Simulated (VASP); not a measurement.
# CuO (Cccm) in VASP: single point with LDA

Aim: the single point of CuO with LDA.

Everything below comes from runs of VASP 6.6.1. Logs are shortened: lines on timing, memory, paths and dates and some standing lists are left out, and cuts for length are marked.

## (1) The cell of the first run

It takes space group Cccm (No. 66, orthorhombic). Conventional cell: a = 4.164 Å, b = 4.176 Å, c = 5.151 Å, α = 90.00°, β = 90.00°, γ = 90.00°. Within 2.6 Å of Cu (site symmetry 2/m) lie 4 O at 1.96 Å. O (site symmetry 222) has 4 Cu at 1.96 Å and 2 O at 2.58 Å within 2.6 Å.

## (2) Single point, LDA

Contents of POSCAR:

```
CuO
1.0
    2.0821496890     -2.0879424390      0.0000000000
    2.0821496890      2.0879424390      0.0000000000
    0.0000000000      0.0000000000      5.1512621043
Cu O
2 2
Direct
    0.0000000000      0.5000000000      0.0000000000
    0.5000000000      0.0000000000      0.5000000000
    0.5000000000      0.5000000000      0.2500000000
    0.5000000000      0.5000000000      0.7500000000
```

Contents of INCAR.step1:

```
SYSTEM = CuO
PREC = Accurate
ENCUT = 520
EDIFF = 1E-6
ISMEAR = 0
SIGMA = 0.1
LREAL = .False.
LASPH = .True.
NELM = 80
ALGO = Fast
ISIF = 2
LWAVE = .False.
LCHARG = .True.
LMAXMIX = 4
NBANDS = 25
```

Contents of KPOINTS.step1:

```
regular mesh
0
Gamma
  14 14 8
  0 0 0
```

Contents of INCAR.step2:

```
SYSTEM = CuO
PREC = Accurate
ENCUT = 520
EDIFF = 1E-6
ISMEAR = -5
SIGMA = 0.1
LREAL = .False.
LASPH = .True.
NELM = 80
ALGO = Fast
ISIF = 2
LWAVE = .False.
LCHARG = .False.
LMAXMIX = 4
LORBIT = 10
NEDOS = 1001
ICHARG = 11
```

Contents of KPOINTS.step2:

```
regular mesh
0
Gamma
  21 21 12
  0 0 0
```

Potentials or basis: VASP PAW LDA potentials, release 64 (Cu, O).

The run is started by

```console
cat potpaw_LDA.64/Cu/POTCAR potpaw_LDA.64/O/POTCAR > POTCAR
cp INCAR.step1 INCAR
cp KPOINTS.step1 KPOINTS
mpirun -np 1 vasp_std > vasp.out
cp INCAR.step2 INCAR
cp KPOINTS.step2 KPOINTS
mpirun -np 1 vasp_std > vasp.out
```

OUTCAR:

```text
SYSTEM = CuO
   PREC = Accurate
   ENCUT = 520
   EDIFF = 1E-6
   ISMEAR = -5
   LREAL = .False.
   LASPH = .True.
   NELM = 80
   ISIF = 2
   LORBIT = 10
   ICHARG = 11

 ion  position               nearest neighbor table
   1  0.000  0.500  0.000-   3 1.96   4 1.96   3 1.96   4 1.96
   2  0.500  0.000  0.500-   3 1.96   4 1.96   3 1.96   4 1.96
   3  0.500  0.500  0.250-   1 1.96   2 1.96   2 1.96   1 1.96
   4  0.500  0.500  0.750-   1 1.96   2 1.96   2 1.96   1 1.96

  LATTYP: Found a base centered orthorhombic cell.
 ALAT       =     4.1642993780
 B/A-ratio  =     1.0027821006
 C/A-ratio  =     1.2370057089

  Lattice vectors:

 A1 = (   2.0821496890,  -2.0879424390,   0.0000000000)
 A2 = (   2.0821496890,   2.0879424390,   0.0000000000)
 A3 = (   0.0000000000,   0.0000000000,   5.1512621043)

Analysis of symmetry for initial positions (statically):
=====================================================================
 Subroutine PRICEL returns:
 Original cell was already a primitive cell.

 Routine SETGRP: Setting up the symmetry group for a
 base centered orthorhombic supercell.

 Subroutine GETGRP returns: Found  8 space group operations
 (whereof  4 operations were pure point group operations)
 out of a pool of  8 trial point group operations.

The static configuration has the point symmetry C_2h.
 The point group associated with its full space group is D_2h.

Analysis of symmetry for dynamics (positions and initial velocities):
=====================================================================
 Subroutine PRICEL returns:
 Original cell was already a primitive cell.

 Routine SETGRP: Setting up the symmetry group for a
 base centered orthorhombic supercell.

 Subroutine GETGRP returns: Found  8 space group operations
 (whereof  4 operations were pure point group operations)
 out of a pool of  8 trial point group operations.

The dynamic configuration has the point symmetry C_2h.
 The point group associated with its full space group is D_2h.

 Subroutine INISYM returns: Found  8 space group operations
 (whereof  4 operations are pure point group operations),
 and found     1 'primitive' translations

----------------------------------------------------------------------------------------
[... 99 lines left out ...]
   EDIFF  = 0.1E-05   stopping-criterion for ELM
   LREAL  =      F    real-space projection
   EDIFFG = 0.1E-04   stopping-criterion for IOM
   NSW    =      0    number of steps for IOM
   IBRION =     -1    ionic relax: 0-MD 1-quasi-New 2-CG
   NFREE  =      0    steps in history (QN), initial steepest desc. (CG)
   ISIF   =      2    stress and relaxation
   ISYM   =      2    0-nonsym 1-usesym 2-fastsym
   POTIM  = 0.5000    time-step for ionic-motion
   TEBEG  =    0.0;   TEEND  =   0.0 temperature during run
   PSTRESS=    0.0 pullay stress
   NELECT =      34.0000    total number of electrons
   NUPDOWN=      -1.0000    fix difference up-down
   EMIN   =  10.00;   EMAX   =-10.00  energy-range for DOS
   EFERMI =   0.00;   METHOD = LEGACY
   ISMEAR =    -5;   SIGMA  =   0.10  broadening in eV -4-tet -1-fermi 0-gaus
   EFERMI_NEDOS =   21; number of points for ismear=-14 and -15
   IALGO  =     68    algorithm
   IMIX   =      4    mixing-type and parameters
     AMIX     =   0.40;   BMIX     =  1.00
     AMIX_MAG =   1.60;   BMIX_MAG =  1.00
  volume/ion in A,a.u.               =      11.20        75.56
  Fermi-wavevector in a.u.,A,eV,Ry     =   1.493401  2.822119 30.344346  2.230246
  Thomas-Fermi vector in A             =   2.605806
   LORBIT       =     10    0 simple, 1 ext, 2 COOP (PROOUT), +10 PAW based schemes
   GGA     = CA    functional components
   LHFCALC =     F    Hartree Fock is set to
   AEXX    =    0.0000 exact exchange contribution
   IVDW    =     0    specifies the selected vdW correction
   LEPSILON=     F    determine dielectric tensor
   LRPA    =     F    only Hartree local field effects (RPA)
 non-spin polarized calculation
 RMM-DIIS sequential band-by-band and
 Fermi weights with tetrahedron method with Bloechl corrections
  energy-cutoff  :      520.00
  volume of cell :       44.79
 maximum number of plane-waves:      1236
 NGX is ok and might be reduce to    24

 number of electron      34.0000018 magnetization

 Free energy of the ion-electron system (eV)
  ---------------------------------------------------
  ext. energy  EPLUGINS =         0.00000000
  ---------------------------------------------------
  free energy    TOTEN  =       -23.18596225 eV

  energy without entropy =      -23.18596225  energy(sigma->0) =      -23.18596225

 E-fermi :   4.4171     XC(G=0): -11.7895

 val. band max:        4.4415842892   @ k =   0.0476   0.0476   0.5000
 cond. band min:       4.3594787908   @ k =   0.0952   0.0952   0.4167
 fundamental gap:     -0.0821054984
 Fermi energy:         4.4171224596

 k-point     1 :       0.0000    0.0000    0.0000
  band No.  band energies     occupation
      1     -14.9846      2.00000
      2     -13.6254      2.00000
      3      -3.6418      2.00000
      4      -0.9864      2.00000
      5      -0.9806      2.00000
      6       0.7183      2.00000
[... 565 lines left out ...]
     20       9.2894      0.00000
     21      12.2597      0.00000

 [... further k-points ...]
[... 5 lines left out ...]
  --------------------------------------------------------------------------------------
  -------------------------------------------------------------------------------------
  Total       -3.1203570     -3.1406747     -4.0381859      0.0000000      0.0000000      0.0000000
  in kB     -111.6196743   -112.3464700   -144.4517384      0.0000000      0.0000000      0.0000000
  external PRESSURE =    -122.8059609 kB  Pullay stress =       0.0000000 kB

 VOLUME and BASIS-vectors are now :
 -----------------------------------------------------------------------------
  energy-cutoff  :      520.00
  volume of cell :       44.79
      direct lattice vectors                 reciprocal lattice vectors
     2.082149689 -2.087942439  0.000000000     0.240136433 -0.239470203  0.000000000
     2.082149689  2.087942439  0.000000000     0.240136433  0.239470203  0.000000000
     0.000000000  0.000000000  5.151262104     0.000000000  0.000000000  0.194127183

 POSITION                                       TOTAL-FORCE (eV/Angst)
 -----------------------------------------------------------------------------------
      1.04107      1.04397      0.00000        -0.000000      0.000000      0.000000
      1.04107     -1.04397      2.57563         0.000000      0.000000      0.000000
      2.08215      0.00000      1.28782        -0.000000     -0.000000      0.000000
      2.08215      0.00000      3.86345        -0.000000      0.000000      0.000000
 -----------------------------------------------------------------------------------
    total drift:                                0.000000     -0.000000     -0.000000

  FREE ENERGIE OF THE ION-ELECTRON SYSTEM (eV)
  ---------------------------------------------------
  free  energy   TOTEN  =       -23.1859622472 eV

  energy  without entropy=      -23.1859622472  energy(sigma->0) =      -23.18596225

 total charge

# of ion       s       p       d       tot
------------------------------------------
    1        0.394   0.388   9.124   9.906
    2        0.394   0.388   9.124   9.906
    3        1.564   3.346   0.000   4.911
    4        1.564   3.346   0.000   4.911
--------------------------------------------------
tot          3.916   7.469  18.248  29.633
```

OUTCAR.step1:

```text
SYSTEM = CuO
   PREC = Accurate
   ENCUT = 520
   EDIFF = 1E-6
   ISMEAR = 0
   LREAL = .False.
   LASPH = .True.
   NELM = 80
[... 904 lines left out ...]
      1.04107     -1.04397      2.57563         0.000000     -0.000000     -0.000000
      2.08215      0.00000      1.28782        -0.000000      0.000000     -0.000000
      2.08215      0.00000      3.86345        -0.000000     -0.000000      0.000000
 -----------------------------------------------------------------------------------
    total drift:                                0.000000     -0.000000     -0.000000

  FREE ENERGIE OF THE ION-ELECTRON SYSTEM (eV)
  ---------------------------------------------------
  free  energy   TOTEN  =       -23.1901200549 eV

  energy  without entropy=      -23.1772429207  energy(sigma->0) =      -23.18368149
```

OSZICAR.step1:

```text
N       E                     dE             d eps       ncg     rms          rms(c)
DAV:   1     0.296968386334E+03    0.29697E+03   -0.16210E+04 14923   0.211E+03
DAV:   2     0.100902529960E+02   -0.28688E+03   -0.26441E+03 14515   0.392E+02
DAV:   3    -0.280141334706E+02   -0.38104E+02   -0.36007E+02 18272   0.159E+02
DAV:   4    -0.293500686166E+02   -0.13359E+01   -0.13287E+01 18009   0.316E+01
DAV:   5    -0.293744276498E+02   -0.24359E-01   -0.24344E-01 18656   0.380E+00    0.177E+01
RMM:   6    -0.273426413120E+02    0.20318E+01   -0.41615E+01 16922   0.895E+01    0.146E+01
RMM:   7    -0.232466160791E+02    0.40960E+01   -0.12819E+01 16658   0.479E+01    0.253E+00
RMM:   8    -0.232338675432E+02    0.12749E-01   -0.35960E-01 19135   0.459E+00    0.160E+00
RMM:   9    -0.231994869190E+02    0.34381E-01   -0.11826E-01 19280   0.346E+00    0.784E-01
RMM:  10    -0.231894442659E+02    0.10043E-01   -0.30167E-02 18774   0.175E+00    0.124E-01
RMM:  11    -0.231899378239E+02   -0.49356E-03   -0.82890E-03 18805   0.104E+00    0.115E-01
RMM:  12    -0.231899853721E+02   -0.47548E-04   -0.30565E-03 18206   0.552E-01    0.354E-02
RMM:  13    -0.231901169416E+02   -0.13157E-03   -0.16223E-03 21093   0.306E-01    0.805E-03
RMM:  14    -0.231901209360E+02   -0.39945E-05   -0.56544E-05 18452   0.567E-02    0.120E-02
RMM:  15    -0.231901200549E+02    0.88116E-06   -0.56684E-06 15138   0.258E-02
   1 F= -.23190120E+02 E0= -.23183681E+02  d E =-.128771E-01
```

Run time: 8.1 min. Hardware: 1 thread of Oxide Virtual Turin-like, shared host; peak memory 0.71 GiB.

What came out:

| Quantity | Value |
| --- | --- |
| Valence electrons inside the program's atomic spheres | Cu 9.91; O 4.91 |

Levels at points of the mesh, in eV from the Fermi level:
```
           k point  band 13  band 14  band 15  band 16  band 17  band 18  band 19  band 20  band 21
(0.00, 0.00, 0.00)    -2.38    -2.36    -2.26    -1.87     0.66     0.67     1.39     6.02     7.18
(0.00, 0.00, 0.50)    -2.24    -2.24    -1.52    -1.52     0.09     0.09     3.43     3.43    11.48
```

Caveat: semilocal functionals often make such compounds metallic where correlation or magnetic order opens a gap, which also shifts bond lengths.
